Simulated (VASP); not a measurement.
# CdS (Hawleyite) (F-43m) in VASP: notebook, part 2 of 2

VASP 6.6.1. The steps go on from the part before.

### Step 3. Single point, BLYP+D4

This run uses another cell than the first one, of 26.30 Å³/atom, 1.019 times its volume.

Contents of INCAR:

```
AGGAC    = 1.0          
AGGAX    = 1.0          
ALDAC    = 0.0          
ALDAX    = 1.0          
ALGO     = Normal         # electronic algorithm
EDIFF    = 1E-6           # SCF threshold, eV
ENCUT    = 520            # plane-wave cutoff, eV
GGA      = B5             # functional
ISIF     = 2              # what is computed and relaxed
ISMEAR   = -1             # smearing method
IVDW     = 13             # dispersion correction
LASPH    = T              # aspherical terms in the spheres
LCHARG   = F              # write CHGCAR
LREAL    = F              # projectors in reciprocal space
LWAVE    = F              # write WAVECAR
NBANDS   = 16             # bands
NELM     = 80             # most SCF steps
PREC     = Accurate       # precision mode
SIGMA    = 0.05           # smearing width, eV
VDW_A1   = 0.44488865   
VDW_A2   = 4.0933009    
VDW_S6   = 1.0          
VDW_S8   = 2.34076671
```

Contents of KPOINTS:

```
k-points
0
Gamma
  8 8 8
```

Contents of POSCAR:

```
CdS
1.0
    0.0000000000      2.9737007966      2.9737007966
    2.9737007966      0.0000000000      2.9737007966
    2.9737007966      2.9737007966      0.0000000000
Cd S
1 1
Direct
    0.0000000000      0.0000000000      0.0000000000
    0.7500000000      0.7500000000      0.7500000000
```

Potentials or basis: VASP PAW PBE potentials, release 64 (Cd, S).

Command:

```
$ cat potpaw_PBE.64/Cd/POTCAR potpaw_PBE.64/S/POTCAR > POTCAR
$ mpirun -np 1 vasp_std > vasp.out
```

OUTCAR:

```text
EDIFF = 1E-6
   ENCUT = 520
   GGA = B5
   ISIF = 2
   ISMEAR = -1
   IVDW = 13
   LASPH = T
   LREAL = F
   NELM = 80
   PREC = Accurate

 ion  position               nearest neighbor table
   1  0.000  0.000  0.000-   2 2.58   2 2.58   2 2.58   2 2.58
   2  0.750  0.750  0.750-   1 2.58   1 2.58   1 2.58   1 2.58

  LATTYP: Found a face centered cubic cell.
 ALAT       =     5.9474015932

  Lattice vectors:

 A1 = (   0.0000000000,   2.9737007966,   2.9737007966)
 A2 = (   2.9737007966,   0.0000000000,   2.9737007966)
 A3 = (   2.9737007966,   2.9737007966,   0.0000000000)

Analysis of symmetry for initial positions (statically):
=====================================================================
 Subroutine PRICEL returns:
 Original cell was already a primitive cell.

 Routine SETGRP: Setting up the symmetry group for a
 face centered cubic supercell.

 Subroutine GETGRP returns: Found 24 space group operations
 (whereof 24 operations were pure point group operations)
 out of a pool of 48 trial point group operations.

The static configuration has the point symmetry T_d .

Analysis of symmetry for dynamics (positions and initial velocities):
=====================================================================
 Subroutine PRICEL returns:
 Original cell was already a primitive cell.

 Routine SETGRP: Setting up the symmetry group for a
 face centered cubic supercell.

 Subroutine GETGRP returns: Found 24 space group operations
 (whereof 24 operations were pure point group operations)
 out of a pool of 48 trial point group operations.

The dynamic configuration has the point symmetry T_d .

 Subroutine INISYM returns: Found 24 space group operations
 (whereof 24 operations are pure point group operations),
 and found     1 'primitive' translations

----------------------------------------------------------------------------------------

[... 110 lines left out ...]
   IMIX   =      4    mixing-type and parameters
     AMIX     =   0.40;   BMIX     =  1.00
     AMIX_MAG =   1.60;   BMIX_MAG =  1.00
  volume/ion in A,a.u.               =      26.30       177.46
  Fermi-wavevector in a.u.,A,eV,Ry     =   1.145140  2.164000 17.841925  1.311344
  Thomas-Fermi vector in A             =   2.281829
   LORBIT       =      0    0 simple, 1 ext, 2 COOP (PROOUT), +10 PAW based schemes
   GGA     = B5    functional components
   LHFCALC =     F    Hartree Fock is set to
   AEXX    =    0.0000 exact exchange contribution
   IVDW    =    13    specifies the selected vdW correction
   LEPSILON=     F    determine dielectric tensor
   LRPA    =     F    only Hartree local field effects (RPA)
 non-spin polarized calculation
  energy-cutoff  :      520.00
  volume of cell :       52.59
 maximum number of plane-waves:      1428
   NGX = 15   NGY = 15   NGZ = 15

 number of electron      17.9999999 magnetization

 Free energy of the ion-electron system (eV)
  ---------------------------------------------------
  ext. energy  EPLUGINS =         0.00000000
  ---------------------------------------------------
  free energy    TOTEN  =        -5.19528912 eV

  energy without entropy =       -5.19528853  energy(sigma->0) =       -5.19528882

 E-fermi :   1.7387     XC(G=0):  -8.4209

 val. band max:        1.2077469359   @ k =   0.0000   0.0000   0.0000
 cond. band min:       2.1853271452   @ k =   0.0000   0.0000   0.0000
 fundamental gap:      0.9775802094
 Fermi energy:         1.7387189953

 k-point     1 :       0.0000    0.0000    0.0000
  band No.  band energies     occupation
      1     -10.8158      2.00000
      2      -6.3771      2.00000
      3      -6.3771      2.00000
      4      -6.3771      2.00000
      5      -5.9812      2.00000
      6      -5.9812      2.00000
[... 433 lines left out ...]
      3      -6.2068      2.00000
      4      -6.0001      2.00000
      5      -5.9580      2.00000
      6      -5.5545      2.00000
[... 8 lines left out ...]
     15      13.4247      0.00000
     16      14.2387      0.00000

 [... further k-points ...]

------------------------ aborting loop because EDIFF is reached ----------------------------------------

  DFT-D4 for vdW energy calculation

  Edisp (eV):   -1.09806

  FORCE on cell =-STRESS in cart. coord.  units (eV):
  Direction    XX          YY          ZZ          XY          YZ          ZX
  --------------------------------------------------------------------------------------
  -------------------------------------------------------------------------------------
  Total      -0.41459    -0.41459    -0.41459     0.00000     0.00000     0.00000
  in kB     -12.63003   -12.63003   -12.63003     0.00000     0.00000     0.00000
  external pressure =      -12.63 kB  Pullay stress =        0.00 kB

 VOLUME and BASIS-vectors are now :
 -----------------------------------------------------------------------------
  energy-cutoff  :      520.00
  volume of cell :       52.59
      direct lattice vectors                 reciprocal lattice vectors
     0.000000000  2.973700797  2.973700797    -0.168140655  0.168140655  0.168140655
     2.973700797  0.000000000  2.973700797     0.168140655 -0.168140655  0.168140655
     2.973700797  2.973700797  0.000000000     0.168140655  0.168140655 -0.168140655

 POSITION                                       TOTAL-FORCE (eV/Angst)
 -----------------------------------------------------------------------------------
      0.00000      0.00000      0.00000         0.000000      0.000000      0.000000
      4.46055      4.46055      4.46055        -0.000000     -0.000000     -0.000000
 -----------------------------------------------------------------------------------
    total drift:                               -0.000001     -0.000001     -0.000000

  FREE ENERGIE OF THE ION-ELECTRON SYSTEM (eV)
  ---------------------------------------------------
  free  energy   TOTEN  =        -6.2933522139 eV

  energy  without entropy=       -6.2933516296  energy(sigma->0) =       -6.29335192
```

OSZICAR:

```text
N       E                     dE             d eps       ncg     rms          rms(c)
DAV:   1     0.109242453853E+03    0.10924E+03   -0.89212E+03   936   0.102E+03
DAV:   2    -0.145825274893E+01   -0.11070E+03   -0.10485E+03  1104   0.253E+02
DAV:   3    -0.585410281290E+01   -0.43959E+01   -0.43867E+01  1176   0.518E+01
DAV:   4    -0.588137534527E+01   -0.27273E-01   -0.27271E-01  1192   0.404E+00
DAV:   5    -0.588175963031E+01   -0.38429E-03   -0.38428E-03  1184   0.453E-01    0.660E+00
DAV:   6    -0.520871988321E+01    0.67304E+00   -0.11707E+00  1400   0.130E+01    0.554E+00
DAV:   7    -0.519569766651E+01    0.13022E-01   -0.20350E-01  1136   0.310E+00    0.316E+00
DAV:   8    -0.519546017902E+01    0.23749E-03   -0.16152E-02  1056   0.157E+00    0.271E-01
DAV:   9    -0.519515897547E+01    0.30120E-03   -0.17659E-03  1224   0.584E-01    0.692E-02
DAV:  10    -0.519525985900E+01   -0.10088E-03   -0.23865E-04  1056   0.133E-01    0.694E-02
DAV:  11    -0.519529368461E+01   -0.33826E-04   -0.46352E-05  1184   0.656E-02    0.124E-02
DAV:  12    -0.519528904208E+01    0.46425E-05   -0.12726E-05  1168   0.411E-02    0.627E-03
DAV:  13    -0.519528911613E+01   -0.74046E-07   -0.10512E-06   960   0.715E-03
   1 F= -.62933522E+01 E0= -.62933519E+01  d E =-.584296E-06
```

stdout:

```text
POSCAR found type information on POSCAR CdS
 POSCAR found :  2 types and       2 ions
 scaLAPACK will be used
 -----------------------------------------------------------------------------
|                                                                             |
|                                                                             |
|     You enforced a specific xc type in the INCAR file but a different       |
|     I HOPE YOU KNOW WHAT YOU ARE DOING!                                     |
|                                                                             |
 -----------------------------------------------------------------------------

 LDA part: xc-table for (Slater(with rela. corr.)+VWN5), standard interpolation
 POSCAR, INCAR and KPOINTS ok, starting setup
 FFT: planning ... GRIDC
 FFT: planning ... GRID_SOFT
 FFT: planning ... GRID
 WAVECAR not read
 entering main loop
```

Run time: 26 s. Hardware: 1 thread of Intel Xeon Platinum 8375C at 2.90GHz (Ice Lake), shared host; peak memory 0.18 GiB.

What came out:

| Item | Value |
| --- | --- |
| Free energy | -6.2934 eV |
| Pressure | -1.3 GPa |
| Band gap on the k mesh | 0.98 eV, direct |
| Dispersion energy per atom | -0.549 eV |

Caveat: the PAW data sets were made with another functional, which shifts forces and pressure a little. Expect the measured gap to be larger: semilocal functionals such as BLYP lack the derivative discontinuity.

### Step 4. Single point, r2SCAN

This run uses another cell than the first one, of 23.32 Å³/atom, 0.904 times its volume.

Contents of POSCAR:

```
CdS
1.0
    0.0000000000      2.8569628861      2.8569628861
    2.8569628861      0.0000000000      2.8569628861
    2.8569628861      2.8569628861      0.0000000000
Cd S
1 1
Direct
    0.0000000000      0.0000000000      0.0000000000
    0.7500000000      0.7500000000      0.7500000000
```

Contents of INCAR.step1:

```
SYSTEM = CdS
  PREC = Accurate
  ENCUT = 520
  ISMEAR = -1
  SIGMA = 0.05
  LREAL = .FALSE.
  LASPH = .TRUE.
  NELM = 60
  NBANDS = 16
  GGA = PE
  ALGO = Normal
  EDIFF = 1E-4
  LWAVE = .TRUE.
  LCHARG = .FALSE.
```

Contents of INCAR.step2:

```
SYSTEM = CdS
  PREC = Accurate
  ENCUT = 520
  EDIFF = 1E-6
  ISMEAR = -1
  SIGMA = 0.05
  LREAL = .FALSE.
  LASPH = .TRUE.
  NELM = 60
  ALGO = Normal
  ISIF = 2
  LWAVE = .FALSE.
  LCHARG = .TRUE.
  METAGGA = R2SCAN
  LMIXTAU = .TRUE.
  LELF = .TRUE.
  LVHAR = .TRUE.
  NBANDS = 16
  ISTART = 1
```

Contents of KPOINTS:

```
regular mesh
0
G
  8 8 8
  0 0 0
```

Command:

```
$ cat potpaw_PBE.64/Cd/POTCAR potpaw_PBE.64/S/POTCAR > POTCAR
$ cp INCAR.step1 INCAR
$ mpirun -np 1 vasp_std > vasp.out
$ cp INCAR.step2 INCAR
$ mpirun -np 1 vasp_std > vasp.out
```

Run time: 55 s. Hardware: 1 thread of AMD EPYC 9R45 (Zen 5), shared host; peak memory 0.15 GiB.

The run converged. Its results:

- Free energy: -29.6017 eV
- Pressure: 6.7 GPa
- Band gap on the k mesh: 1.73 eV, direct

Levels at points of the mesh, in eV from the valence-band top:
```csv
k point,band 7,band 8,band 9,band 10,band 11,band 12
"(0.00, 0.00, 0.00)",0.00,0.00,0.00,1.73,7.05,7.05
"(0.50, 0.00, 0.00)",-4.88,-0.87,-0.87,3.57,7.47,7.47
"(0.50, 0.50, 0.00)",-4.28,-2.16,-2.16,3.73,4.81,10.12
```

Caveat: the PAW data sets were made with another functional, which shifts forces and pressure a little.

### Step 5. Single point, r2SCAN

This run uses another cell than the first one, of 23.82 Å³/atom, 0.923 times its volume.

Contents of POSCAR:

```
CdS
1.0
    0.0000000000      2.8770830059      2.8770830059
    2.8770830059      0.0000000000      2.8770830059
    2.8770830059      2.8770830059      0.0000000000
Cd S
1 1
Direct
    0.0000000000      0.0000000000      0.0000000000
    0.7500000000      0.7500000000      0.7500000000
```

Contents of INCAR.step1:

```
PREC = Accurate ; ENCUT = 520
ISMEAR = -1 ; SIGMA = 0.05
LREAL = F ; LASPH = T
NELM = 80 ; NBANDS = 16
GGA = PE ; ALGO = Normal
EDIFF = 1E-4 ; LWAVE = T
LCHARG = F
```

Contents of INCAR.step2:

```
PREC = Accurate ; ENCUT = 520
EDIFF = 1E-7 ; ISMEAR = -1
SIGMA = 0.05 ; LREAL = F
LASPH = T ; NELM = 80
ALGO = Normal ; ISIF = 2
LWAVE = F ; LCHARG = T
METAGGA = R2SCAN ; LMIXTAU = T
LELF = T ; LVHAR = T
NBANDS = 16 ; ISTART = 1
```

Contents of KPOINTS:

```
regular mesh
0
Gamma
  8 8 8
```

Potentials or basis: VASP PAW PBE potentials, release 64 (Cd, S).

Command:

```
$ cat potpaw_PBE.64/Cd/POTCAR potpaw_PBE.64/S/POTCAR > POTCAR
$ cp INCAR.step1 INCAR
$ mpirun -np 1 vasp_std > vasp.out
$ cp INCAR.step2 INCAR
$ mpirun -np 1 vasp_std > vasp.out
```

OUTCAR:

```text
PREC = Accurate
   ENCUT = 520
   EDIFF = 1E-7
   ISMEAR = -1
   LREAL = F
   LASPH = T
   NELM = 80
   ISIF = 2
   METAGGA = R2SCAN
   ISTART = 1

 ion  position               nearest neighbor table
   1  0.000  0.000  0.000-   2 2.49   2 2.49   2 2.49   2 2.49
   2  0.750  0.750  0.750-   1 2.49   1 2.49   1 2.49   1 2.49

  LATTYP: Found a face centered cubic cell.
 ALAT       =     5.7541660118

  Lattice vectors:

 A1 = (   0.0000000000,   2.8770830059,   2.8770830059)
 A2 = (   2.8770830059,   0.0000000000,   2.8770830059)
 A3 = (   2.8770830059,   2.8770830059,   0.0000000000)

Analysis of symmetry for initial positions (statically):
=====================================================================
 Subroutine PRICEL returns:
 Original cell was already a primitive cell.

 Routine SETGRP: Setting up the symmetry group for a
 face centered cubic supercell.

 Subroutine GETGRP returns: Found 24 space group operations
 (whereof 24 operations were pure point group operations)
 out of a pool of 48 trial point group operations.

The static configuration has the point symmetry T_d .

Analysis of symmetry for dynamics (positions and initial velocities):
=====================================================================
 Subroutine PRICEL returns:
 Original cell was already a primitive cell.

 Routine SETGRP: Setting up the symmetry group for a
 face centered cubic supercell.

 Subroutine GETGRP returns: Found 24 space group operations
 (whereof 24 operations were pure point group operations)
 out of a pool of 48 trial point group operations.

The dynamic configuration has the point symmetry T_d .

 Subroutine INISYM returns: Found 24 space group operations
 (whereof 24 operations are pure point group operations),
 and found     1 'primitive' translations

----------------------------------------------------------------------------------------

[... 104 lines left out ...]
   NUPDOWN=      -1.0000    fix difference up-down
   EMIN   =  10.00;   EMAX   =-10.00  energy-range for DOS
   EFERMI =   0.00;   METHOD = LEGACY
   ISMEAR =    -1;   SIGMA  =   0.05  broadening in eV -4-tet -1-fermi 0-gaus
   EFERMI_NEDOS =   21; number of points for ismear=-14 and -15
   IALGO  =     38    algorithm
   IMIX   =      4    mixing-type and parameters
     AMIX     =   0.40;   BMIX     =  1.00
     AMIX_MAG =   1.60;   BMIX_MAG =  1.00
  volume/ion in A,a.u.               =      23.82       160.71
  Fermi-wavevector in a.u.,A,eV,Ry     =   1.183595  2.236671 19.060376  1.400898
  Thomas-Fermi vector in A             =   2.319827
   LORBIT       =      0    0 simple, 1 ext, 2 COOP (PROOUT), +10 PAW based schemes
   METAGGA = R2SCAN    functional components
   LHFCALC =     F    Hartree Fock is set to
   AEXX    =    0.0000 exact exchange contribution
   IVDW    =     0    specifies the selected vdW correction
   LEPSILON=     F    determine dielectric tensor
   LRPA    =     F    only Hartree local field effects (RPA)
 non-spin polarized calculation
  energy-cutoff  :      520.00
  volume of cell :       47.63
 maximum number of plane-waves:      1303
   NGX = 15   NGY = 15   NGZ = 15

 number of electron      18.0000008 magnetization

 Free energy of the ion-electron system (eV)
  ---------------------------------------------------
  ext. energy  EPLUGINS =         0.00000000
  ---------------------------------------------------
  free energy    TOTEN  =       -29.63737410 eV

  energy without entropy =      -29.63737410  energy(sigma->0) =      -29.63737410

 E-fermi :   2.2996     XC(G=0):  -9.9390

 val. band max:        1.4152607139   @ k =   0.0000   0.0000   0.0000
 cond. band min:       3.1009122422   @ k =   0.0000   0.0000   0.0000
 fundamental gap:      1.6856515283
 Fermi energy:         2.2995936869

 k-point     1 :       0.0000    0.0000    0.0000
  band No.  band energies     occupation
      1     -11.7322      2.00000
      2      -6.7157      2.00000
      3      -6.7157      2.00000
      4      -6.7157      2.00000
      5      -6.1383      2.00000
      6      -6.1383      2.00000
[... 433 lines left out ...]
      3      -6.4774      2.00000
      4      -6.1702      2.00000
      5      -6.1080      2.00000
      6      -5.5855      2.00000
[... 8 lines left out ...]
     15      14.4079      0.00000
     16      15.4047      0.00000

 [... further k-points ...]
[... 5 lines left out ...]
  --------------------------------------------------------------------------------------
  -------------------------------------------------------------------------------------
  Total        1.4448602      1.4448602      1.4448602     -0.0000000      0.0000000      0.0000000
  in kB       48.6014501     48.6014501     48.6014501     -0.0000000      0.0000000      0.0000000
  external PRESSURE =      48.6014501 kB  Pullay stress =       0.0000000 kB

 VOLUME and BASIS-vectors are now :
 -----------------------------------------------------------------------------
  energy-cutoff  :      520.00
  volume of cell :       47.63
      direct lattice vectors                 reciprocal lattice vectors
     0.000000000  2.877083006  2.877083006    -0.173787131  0.173787131  0.173787131
     2.877083006  0.000000000  2.877083006     0.173787131 -0.173787131  0.173787131
     2.877083006  2.877083006  0.000000000     0.173787131  0.173787131 -0.173787131

 POSITION                                       TOTAL-FORCE (eV/Angst)
 -----------------------------------------------------------------------------------
      0.00000      0.00000      0.00000         0.000000      0.000000      0.000000
      4.31562      4.31562      4.31562        -0.000000     -0.000000     -0.000000
 -----------------------------------------------------------------------------------
    total drift:                                0.000003      0.000003      0.000003

  FREE ENERGIE OF THE ION-ELECTRON SYSTEM (eV)
  ---------------------------------------------------
  free  energy   TOTEN  =       -29.6373741043 eV

  energy  without entropy=      -29.6373741036  energy(sigma->0) =      -29.63737410
```

OSZICAR.step1:

```text
N       E                     dE             d eps       ncg     rms          rms(c)
DAV:   1     0.109441075056E+03    0.10944E+03   -0.91255E+03   952   0.104E+03
DAV:   2    -0.248407486505E+01   -0.11193E+03   -0.10542E+03  1112   0.255E+02
DAV:   3    -0.657817730161E+01   -0.40941E+01   -0.40869E+01  1176   0.511E+01
DAV:   4    -0.660312677877E+01   -0.24949E-01   -0.24947E-01  1160   0.385E+00
DAV:   5    -0.660345684768E+01   -0.33007E-03   -0.33006E-03  1160   0.418E-01    0.890E+00
DAV:   6    -0.608377148711E+01    0.51969E+00   -0.81681E-01  1360   0.119E+01    0.701E+00
DAV:   7    -0.606282482660E+01    0.20947E-01   -0.21159E-01  1168   0.316E+00    0.330E+00
DAV:   8    -0.606312459559E+01   -0.29977E-03   -0.20263E-02  1120   0.184E+00    0.347E-01
DAV:   9    -0.606302399776E+01    0.10060E-03   -0.23702E-03  1120   0.753E-01    0.588E-02
DAV:  10    -0.606312165055E+01   -0.97653E-04   -0.24890E-04  1128   0.178E-01
   1 F= -.60631217E+01 E0= -.60631216E+01  d E =-.496312E-07
```

Wall time 63 s (1 thread of AMD EPYC 9R45 (Zen 5), shared host); peak memory 0.15 GiB.

Results:

```
Free energy            : -29.6374 eV
Pressure               : 4.9 GPa
Band gap on the k mesh : 1.69 eV, direct
```

Caveat: the PAW data sets were made with another functional, which shifts forces and pressure a little. r2SCAN opens gaps a little over a GGA but as a rule still falls short of measured ones.

### Step 6. The runs side by side

| level | cell | gap on the mesh (eV) | pressure (GPa) |
| --- | --- | --- | --- |
| BLYP+D4 | a = 4.179 Å, angles 60.0°, 2 atoms | 1.02 | -0.2 |
| BLYP+D4 | a = 4.205 Å, angles 60.0°, 2 atoms | 0.98 | -1.3 |
| r2SCAN | a = 4.040 Å, angles 60.0°, 2 atoms | 1.73 | 6.7 |
| r2SCAN | a = 4.069 Å, angles 60.0°, 2 atoms | 1.69 | 4.9 |

Alike in all rows: task single point; potentials or basis VASP PAW PBE potentials, release 64 (Cd, S); no spin polarisation; k mesh 8 × 8 × 8; cutoff (eV) 520; smearing fermi-dirac 0.05 eV.

Caveats: the PAW data sets were made with another functional, which shifts forces and pressure a little.

Total energies depend on the potentials used, so only differences within one code and one set of settings carry meaning.
